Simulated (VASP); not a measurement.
The system is HgTe.

```
Hg Te
1.0
     0.00000    3.28998    3.28998
     3.28998    0.00000    3.28998
     3.28998    3.28998    0.00000
Hg Te
1 1
Direct
  0.00000 0.00000 0.00000
  0.25000 0.25000 0.25000
```

* Program: VASP 6.6.1
* Task: relaxation of cell and atoms
* Functional: PBE
* Potentials or basis: VASP PAW PBE potentials, release 64 (Hg, Te)
* Cutoff: 600 eV
* k mesh: 12 × 12 × 12
* Occupations: gaussian, width 0.1 eV
* Spin: no spin polarisation

At the start: pressure 1.3 GPa; volume 35.61 Å³/atom.

Question: How do energy, volume and symmetry change on relaxing?

Answer: Over 3 steps the energy falls by 4.7 meV/atom and the volume is 36.84 Å³/atom (+3.4 %); space group F-43m (No. 216, to 0.1 Å) before and after.

The path:
```tsv
step	energy change (eV)	largest force (eV/Å)	pressure (GPa)	volume (Å³)
1	0.0000	0.0000	1.26	71.22
2	-0.0090	0.0000	-0.22	74.16
3	-0.0094	0.0000	0.00	73.67
```

Final structure:
```xyz
2
Lattice="0.0000 3.3273 3.3273 3.3273 0.0000 3.3273 3.3273 3.3273 0.0000" Properties=species:S:1:pos:R:3 pbc="T T T"
Hg    0.0000    0.0000    0.0000
Te    1.6636    1.6636    1.6636
```
